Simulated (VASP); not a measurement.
# CuO (I4/mmm) in VASP: single point with PBE

Aim: the single point of CuO with PBE.

Everything below comes from runs of VASP 6.6.1. Logs are shortened: lines on timing, memory, paths and dates and some standing lists are left out, and cuts for length are marked.

**1. The cell of the first run**

It takes space group I4/mmm (No. 139, tetragonal). The conventional cell has a = 3.143 Å, b = 3.143 Å, c = 4.233 Å, α = 90.00°, β = 90.00°, γ = 90.00°. Within 2.8 Å of Cu (site symmetry 4/mmm) lie 6 O at 2.12 to 2.22 Å. O (site symmetry 4/mmm) has 6 Cu at 2.12 to 2.22 Å within 2.8 Å.

**2. Single point, PBE (strain +0.050 along x and y, +0.000 along z)**

File INCAR:

```
PREC = Accurate
ENCUT = 520
EDIFF = 1E-7
ISMEAR = 0
SIGMA = 0.15
LREAL = F
LASPH = T
NELM = 80
ALGO = Normal
ISIF = 2
LWAVE = F
LCHARG = T
GGA = PE
LELF = T
LVHAR = T
NBANDS = 16
```

File KPOINTS:

```
regular mesh
0
Gamma
  20 20 20
```

File POSCAR:

```
CuO
1.0
    0.0000000000      2.2223880000      2.1165600000
    2.2223880000      0.0000000000      2.1165600000
    2.2223880000      2.2223880000      0.0000000000
Cu O
1 1
Direct
    0.0000000000      0.0000000000      0.0000000000
    0.5000000000      0.5000000000      0.5000000000
```

Potentials or basis: VASP PAW PBE potentials, release 64 (Cu, O).

Command:

```sh
> cat potpaw_PBE.64/Cu/POTCAR potpaw_PBE.64/O/POTCAR > POTCAR
> mpirun -np 1 vasp_std > vasp.out
```

OUTCAR:

```text
PREC = Accurate
   ENCUT = 520
   EDIFF = 1E-7
   ISMEAR = 0
   LREAL = F
   LASPH = T
   NELM = 80
   ISIF = 2
   GGA = PE

 ion  position               nearest neighbor table
   1  0.000  0.000  0.000-   2 2.12   2 2.12   2 2.22   2 2.22   2 2.22   2 2.22
   2  0.500  0.500  0.500-   1 2.12   1 2.12   1 2.22   1 2.22   1 2.22   1 2.22

  LATTYP: Found a body centered tetragonal cell.
 ALAT       =     3.1429312505
 C/A-ratio  =     1.3468700594

  Lattice vectors:

 A1 = (   0.0000000000,  -2.2223880000,  -2.1165600000)
 A2 = (   0.0000000000,   2.2223880000,  -2.1165600000)
 A3 = (   2.2223880000,   0.0000000000,   2.1165600000)

Analysis of symmetry for initial positions (statically):
=====================================================================
 Subroutine PRICEL returns:
 Original cell was already a primitive cell.

 Routine SETGRP: Setting up the symmetry group for a
 body centered tetragonal supercell.

 Subroutine GETGRP returns: Found 16 space group operations
 (whereof 16 operations were pure point group operations)
 out of a pool of 16 trial point group operations.

The static configuration has the point symmetry D_4h.

Analysis of symmetry for dynamics (positions and initial velocities):
=====================================================================
 Subroutine PRICEL returns:
 Original cell was already a primitive cell.

 Routine SETGRP: Setting up the symmetry group for a
 body centered tetragonal supercell.

 Subroutine GETGRP returns: Found 16 space group operations
 (whereof 16 operations were pure point group operations)
 out of a pool of 16 trial point group operations.

The dynamic configuration has the point symmetry D_4h.

 Subroutine INISYM returns: Found 16 space group operations
 (whereof 16 operations are pure point group operations),
 and found     1 'primitive' translations

----------------------------------------------------------------------------------------

                                     Primitive cell

  volume of cell :      20.9074

  direct lattice vectors                    reciprocal lattice vectors
     0.000000000  2.222388000  2.116560000    -0.224983216  0.224983216  0.236232377
     2.222388000  0.000000000  2.116560000     0.224983216 -0.224983216  0.236232377
     2.222388000  2.222388000  0.000000000     0.224983216  0.224983216 -0.236232377

[... 75 lines left out ...]
   ISTART =      0    job   : 0-new  1-cont  2-samecut
   ICHARG =      2    charge: 1-file 2-atom 10-const
   ISPIN  =      1    spin polarized calculation?
   LNONCOLLINEAR =      F non collinear calculations
   LSORBIT =      F    spin-orbit coupling
   LASPH  =      T    aspherical Exc in radial PAW
   ENCUT  =  520.0 eV  38.22 Ry    6.18 a.u.   5.71  5.71  5.84*2*pi/ulx,y,z
   NELM   =     80;   NELMIN=  2; NELMDL= -5     # of ELM steps
   EDIFF  = 0.1E-06   stopping-criterion for ELM
   LREAL  =      F    real-space projection
   EDIFFG = 0.1E-05   stopping-criterion for IOM
   NSW    =      0    number of steps for IOM
   IBRION =     -1    ionic relax: 0-MD 1-quasi-New 2-CG
   NFREE  =      0    steps in history (QN), initial steepest desc. (CG)
   ISIF   =      2    stress and relaxation
   ISYM   =      2    0-nonsym 1-usesym 2-fastsym
   POTIM  = 0.5000    time-step for ionic-motion
   TEBEG  =    0.0;   TEEND  =   0.0 temperature during run
   PSTRESS=    0.0 pullay stress
   NELECT =      17.0000    total number of electrons
   NUPDOWN=      -1.0000    fix difference up-down
   EMIN   =  10.00;   EMAX   =-10.00  energy-range for DOS
   EFERMI =   0.00;   METHOD = LEGACY
   ISMEAR =     0;   SIGMA  =   0.15  broadening in eV -4-tet -1-fermi 0-gaus
   EFERMI_NEDOS =   21; number of points for ismear=-14 and -15
   IALGO  =     38    algorithm
   IMIX   =      4    mixing-type and parameters
     AMIX     =   0.40;   BMIX     =  1.00
     AMIX_MAG =   1.60;   BMIX_MAG =  1.00
  volume/ion in A,a.u.               =      10.45        70.55
  Fermi-wavevector in a.u.,A,eV,Ry     =   1.528004  2.887508 31.766811  2.334795
  Thomas-Fermi vector in A             =   2.635822
   LORBIT       =      0    0 simple, 1 ext, 2 COOP (PROOUT), +10 PAW based schemes
   GGA     = PE    functional components
   LHFCALC =     F    Hartree Fock is set to
   AEXX    =    0.0000 exact exchange contribution
   IVDW    =     0    specifies the selected vdW correction
   LEPSILON=     F    determine dielectric tensor
   LRPA    =     F    only Hartree local field effects (RPA)
 non-spin polarized calculation
 Gauss-broadening in eV      SIGMA  =   0.15
  energy-cutoff  :      520.00
  volume of cell :       20.91
 maximum number of plane-waves:       580
   NGX = 11   NGY = 11   NGZ = 11

 number of electron      16.9999993 magnetization

 Free energy of the ion-electron system (eV)
  ---------------------------------------------------
  ext. energy  EPLUGINS =         0.00000000
  ---------------------------------------------------
  free energy    TOTEN  =        -9.47021236 eV

  energy without entropy =       -9.45136172  energy(sigma->0) =       -9.46078704

 E-fermi :   4.9100     XC(G=0): -11.8608

 val. band max:        4.9089108429   @ k =   0.4000   0.0500   0.2000
 cond. band min:       4.9108309596   @ k =   0.5000   0.0000   0.1500
 fundamental gap:      0.0019201167
 Fermi energy:         4.9099598305

 k-point     1 :       0.0000    0.0000    0.0000
  band No.  band energies     occupation
      1     -13.8086      2.00000
      2       2.6953      2.00000
      3       2.6953      2.00000
      4       2.7608      2.00000
      5       2.8689      2.00000
      6       2.9263      2.00000
[... 433 lines left out ...]
      3       0.7558      2.00000
      4       0.8465      2.00000
      5       3.1487      2.00000
      6       3.1892      2.00000
[... 8 lines left out ...]
     15      26.8681      0.00000
     16      28.0645      0.00000

 [... further k-points ...]
[... 5 lines left out ...]
  --------------------------------------------------------------------------------------
  -------------------------------------------------------------------------------------
  Total       -1.5806287     -1.5806287     -1.6236605      0.0000000     -0.0000000     -0.0000000
  in kB     -121.1267571   -121.1267571   -124.4243738      0.0000000     -0.0000000     -0.0000000
  external PRESSURE =    -122.2259626 kB  Pullay stress =       0.0000000 kB

 VOLUME and BASIS-vectors are now :
 -----------------------------------------------------------------------------
  energy-cutoff  :      520.00
  volume of cell :       20.91
      direct lattice vectors                 reciprocal lattice vectors
     0.000000000  2.222388000  2.116560000    -0.224983216  0.224983216  0.236232377
     2.222388000  0.000000000  2.116560000     0.224983216 -0.224983216  0.236232377
     2.222388000  2.222388000  0.000000000     0.224983216  0.224983216 -0.236232377

 POSITION                                       TOTAL-FORCE (eV/Angst)
 -----------------------------------------------------------------------------------
      0.00000      0.00000      0.00000         0.000000      0.000000      0.000000
      2.22239      2.22239      2.11656        -0.000000     -0.000000      0.000000
 -----------------------------------------------------------------------------------
    total drift:                                0.000000     -0.000000     -0.000000

  FREE ENERGIE OF THE ION-ELECTRON SYSTEM (eV)
  ---------------------------------------------------
  free  energy   TOTEN  =        -9.4702123622 eV

  energy  without entropy=       -9.4513617209  energy(sigma->0) =       -9.46078704
```

It took 3.8 min on 1 thread of AMD EPYC 7R43 (Zen 3), shared host; peak memory 0.27 GiB.

Results:

- Free energy: -9.4702 eV
- Pressure: -12.2 GPa

Levels at points of the mesh, in eV from the Fermi level:
```csv
k point,band 7,band 8,band 9,band 10,band 11,band 12
"(0.00, 0.00, 0.00)",-1.94,-1.92,-1.92,1.09,17.94,18.06
"(0.50, 0.00, 0.00)",-1.26,0.53,0.77,5.63,8.83,12.80
"(0.50, 0.50, 0.00)",-1.51,-1.51,-1.41,5.27,10.51,11.48
"(0.50, 0.00, 0.50)",-1.48,-1.48,-1.40,5.23,9.84,12.06
```

Caveat: the cell differs from its parent crystal (strain +0.050 along x and y, +0.000 along z); an odd number of electrons without spin polarisation forces a metal; a magnetic or distorted state may lie lower; semilocal functionals often make such compounds metallic where correlation or magnetic order opens a gap, which also shifts bond lengths.
